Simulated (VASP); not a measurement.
A run of VASP 6.6.1:

File INCAR:

```
PREC = Accurate
ENCUT = 520
EDIFF = 1E-7
ISMEAR = -1
SIGMA = 0.1
LREAL = F
LASPH = T
NELM = 80
ALGO = Normal
ISIF = 2
LWAVE = F
LCHARG = F
NBANDS = 12
```

KPOINTS

```
Automatic mesh
0
Gamma
  15 15 15
```

POSCAR

```
Sc
1.0
    0.0000000000      1.7774975443      1.7774975443
    1.7774975443      0.0000000000      1.7774975443
    1.7774975443      1.7774975443      0.0000000000
Sc
1
Direct
    0.0000000000      0.0000000000      0.0000000000
```

Potentials or basis: VASP PAW LDA potentials, release 64 (Sc_sv).

Command:

```sh
$ cat potpaw_LDA.64/Sc_sv/POTCAR > POTCAR
$ mpirun -np 1 vasp_std > vasp.out
```

Hardware: 1 thread of Intel(R) Xeon(R) 6975P-C (Granite Rapids) (shared host).

**Question.** Estimate the wall time of this run.

**Answer.** Run time: 5.8 s on 1 thread of Intel(R) Xeon(R) 6975P-C (Granite Rapids), with other jobs on the host, peak memory 0.13 GiB. Counts: scf iterations 11, k points 120.
